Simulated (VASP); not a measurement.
A run of VASP 6.6.1 is set up as follows.

The input INCAR:

```
PREC = Accurate ; ENCUT = 500
EDIFF = 1E-6 ; ISMEAR = -1
SIGMA = 0.02 ; LREAL = F
LASPH = T ; NELM = 120
ALGO = Normal ; ISIF = 2
LWAVE = F ; LCHARG = F
GGA = PE ; NBANDS = 11
GGA_COMPAT = F
```

The input KPOINTS:

```
regular mesh
0
Gamma
  10 10 10
```

POSCAR

```
BAs
1.0
    0.0000000000      2.3918676044      2.3387681436
    2.3918676044      0.0000000000      2.3387681436
    2.3918676044      2.3918676044      0.0000000000
B As
1 1
Direct
    0.0000000000      0.0000000000      0.0000000000
    0.2500000000      0.2500000000      0.2500000000
```

Potentials or basis: VASP PAW PBE potentials, release 64 (B, As).

The run is started by

```sh
$ cat potpaw_PBE.64/B/POTCAR potpaw_PBE.64/As/POTCAR > POTCAR
$ mpirun -np 1 vasp_std > vasp.out
```

What does it give for the pressure?

6.2 GPa.

Estimate the band gap on the k mesh.

0.82 eV (least direct gap 3.06 eV).

Stress tensor (GPa, compression positive):
```
4.67 0.00 0.00
0.00 4.67 0.00
0.00 0.00 9.21
```

Caveat: the cell differs from its parent crystal (uniaxial z strain -2.2%); the cell stands under pressure. A k mesh can miss the band edges.
